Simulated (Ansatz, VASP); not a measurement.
Be: VASP beside Ansatz

```xyz
1
Lattice="2.0256 0.0000 0.0000 0.0000 2.0256 0.0000 0.0000 0.0000 2.0256" Properties=species:S:1:pos:R:3 pbc="T T T"
Be    0.0000    0.0000    0.0000
```

Alike in both runs: task relaxation of cell and atoms; functional r2SCAN; k mesh 8 × 8 × 8; occupations gaussian, width 0.1 eV; no spin polarisation.

|  | VASP | Ansatz |
| --- | --- | --- |
| version | VASP 6.6.1 | Ansatz 0.2.0 |
| potentials or method | VASP PAW PBE potentials, release 64 (Be), cutoff 600 eV | scalar-relativistic, plane waves, PAW |
| valence electrons in the cell | 2 | 2 |

```csv
,VASP,Ansatz,Ansatz less VASP
"gap on the k mesh at the Fermi level, each at its own relaxed structure (eV)",none,none,-
relaxed volume (Å³/atom),10.17,10.10,-0.071
relaxed cell length with the largest relative difference (Å),2.167,2.162,-0.0051
```

VASP's potentials were made for PBE, not for r2SCAN. A gap of «none» marks a metal or a gap that the smearing closes.

The k mesh is coarse, so the values compare programs but aren't converged. Noted on VASP's run: the volume moved by over 15 % at a fixed basis, so the end points are rough.
